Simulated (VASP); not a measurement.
# HgTe: relaxation of cell and atoms with PBEsol

Crystal: HgTe.

```
CELL_PARAMETERS angstrom
0.00000 3.18000 3.18000
3.18000 0.00000 3.18000
3.18000 3.18000 0.00000
ATOMIC_POSITIONS crystal
Hg 0.00000 0.00000 0.00000
Te 0.50000 0.50000 0.50000
```

```yaml
Program: VASP 6.6.1
Task: relaxation of cell and atoms
Functional: PBEsol
Potentials_or_basis: VASP PAW PBE potentials, release 64 (Hg, Te)
Cutoff: 600 eV
k_mesh: 7 × 7 × 7
Occupations: fermi-dirac, width 0.05 eV
Spin: no spin polarisation
Dipole_correction: no
Further_INCAR_settings: ALGO = Normal; EDIFF = 1e-07; IBRION = 2; EDIFFG = -0.01; NSW = 60; ISIF = 3
```

```yaml
Relaxed_volume: 27.11 Å³/atom
Relaxed_cell: a = 4.249 Å, b = 4.249 Å, c = 4.249 Å, α = 60.00°, β = 60.00°, γ = 60.00°
Space_group_after_relaxing_to_0.05_Å: Fm-3m (No. 225)
Energy_gained_by_relaxing: 120.3 meV/atom
Ionic_steps: 3
Pressure_after_relaxing: 0.0 GPa
Band_gap_on_the_k_mesh: zero (band 9 reaches 5.07 eV, above the bottom of band 10 at 2.38 eV)
```

The path:
```csv
step,energy change (eV),largest force (eV/Å),pressure (GPa),volume (Å³)
1,0.0000,0.0000,-6.37,64.31
2,-0.2363,0.0000,1.28,53.14
3,-0.2406,0.0000,0.02,54.23
```

Final structure:
```xyz
2
Lattice="0.0000 3.0042 3.0042 3.0042 0.0000 3.0042 3.0042 3.0042 0.0000" Properties=species:S:1:pos:R:3 pbc="T T T"
Hg    0.0000    0.0000    0.0000
Te    3.0042    3.0042    3.0042
```

Levels at points of the mesh, in eV from the Fermi level:
| k point | band 7 | band 8 | band 9 | band 10 | band 11 | band 12 |
| --- | --- | --- | --- | --- | --- | --- |
| (0.00, 0.00, 0.00) | -0.89 | -0.83 | -0.83 | -0.83 | 7.56 | 7.56 |

It took 34 s on 1 thread of AMD EPYC 9R45 (Zen 5), with other jobs on the host, peak memory 0.18 GiB.

Caveat: the volume moved by over 15 % at a fixed basis, so the end points are rough; the PAW data sets were made with another functional, which shifts forces and pressure a little; spin-orbit coupling is left out, which moves the levels of the heavy elements; the volume moved by -16 % from the deposited cell, more than functionals usually miss.
